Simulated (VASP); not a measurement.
## Hf: single point with r2SCAN

Hf:

```
Hf
1.0
     3.19873    0.00000    0.00000
    -1.59937    2.77018    0.00000
     0.00000    0.00000    5.05050
Hf
2
Direct
  0.33333 0.66667 0.25000
  0.66667 0.33333 0.75000
```

| Item | Value |
| --- | --- |
| Program | VASP 6.6.1 |
| Task | single point |
| Functional | r2SCAN |
| Potentials or basis | VASP PAW PBE potentials, release 64 (Hf_pv) |
| Cutoff | 520 eV |
| k mesh | 11 × 11 × 6 |
| Occupations | fermi-dirac, width 0.6 eV |
| Spin | no spin polarisation |

```
Pressure               : 3.3 GPa
Band gap on the k mesh : zero (bands 10 and 11 overlap by 1.73 eV)
```

Stress tensor (GPa, compression positive):
```
2.11 0.00 0.00
0.00 2.11 0.00
0.00 0.00 5.83
```

Levels at points of the mesh, in eV from the Fermi level:
```csv
k point,band 7,band 8,band 9,band 10,band 11,band 12,band 13,band 14
"(0.00, 0.00, 0.00)",-7.65,-3.73,0.56,1.48,1.48,1.82,2.35,2.35
"(0.00, 0.00, 0.50)",-5.58,-5.58,0.32,0.32,1.38,1.38,1.38,1.38
```

Wall time 2.2 min on 1 thread of AMD EPYC 9R45 96-Core Processor (Zen 5), with other jobs on the host, peak memory 0.16 GiB.

Caveat: the cell stands under pressure; so wide a smearing shifts energies and pressures; the PAW data sets were made with another functional, which shifts forces and pressure a little; spin-orbit coupling is left out, which moves the levels of the heavy elements.
